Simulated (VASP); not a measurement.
## CdPtC6N6: single point with PBE

The system is CdPtC6N6.

```
Cd Pt C N
1.0
     0.00000    5.46450    5.46450
     5.46450    0.00000    5.46450
     5.46450    5.46450    0.00000
Cd Pt C N
1 1 6 6
Direct
  0.50000 0.50000 0.50000
  0.00000 0.00000 0.00000
  0.18339 0.18339 0.81661
  0.81661 0.81661 0.18339
  0.81661 0.18339 0.18339
  0.18339 0.81661 0.81661
  0.18339 0.81661 0.18339
  0.81661 0.18339 0.81661
  0.28925 0.28925 0.71075
  0.71075 0.71075 0.28925
  0.71075 0.28925 0.28925
  0.28925 0.71075 0.71075
  0.28925 0.71075 0.28925
  0.71075 0.28925 0.71075
```

| Item | Value |
| --- | --- |
| Program | VASP 6.6.1 |
| Task | single point |
| Functional | PBE |
| Potentials or basis | VASP PAW PBE potentials, release 64 (Cd, Pt, C, N) |
| Cutoff | 520 eV |
| k mesh | 5 × 5 × 5 |
| Occupations | fermi-dirac, width 0.05 eV |
| Spin | no spin polarisation |
| Dipole correction | no |
| Further INCAR settings | ALGO = Normal; EDIFF = 1e-06; NBANDS = 51 |

The pressure is 2.1 GPa. The largest force is 0.489 eV/Å and the band gap on the k mesh is 5.34 eV (least direct gap 5.48 eV).

Forces in eV/Å, atoms in the order of the input:
```
Cd   0.000  0.000  0.000
Pt   0.000  0.000  0.000
C    0.000  0.000 -0.489
C    0.000  0.000  0.489
C   -0.489  0.000  0.000
C    0.489  0.000  0.000
C    0.000 -0.489  0.000
C    0.000  0.489  0.000
N    0.000  0.000  0.410
N    0.000  0.000 -0.410
N    0.410  0.000  0.000
N   -0.410  0.000  0.000
N    0.000  0.410  0.000
N    0.000 -0.410  0.000
```

Levels at points of the mesh, in eV from the valence-band top:
```
           k point  band 36  band 37  band 38  band 39  band 40  band 41
(0.00, 0.00, 0.00)    -0.57    -0.57    -0.57     5.66     5.66     6.50
```

Run time: 5.2 min on 1 thread of AMD EPYC 7R43 64-Core Processor (Zen 3), on a shared host, peak memory 0.56 GiB.

Caveat: spin-orbit coupling is left out, which moves the levels of the heavy elements; an odd mesh through Γ misses points on the zone boundary, where band edges can lie.
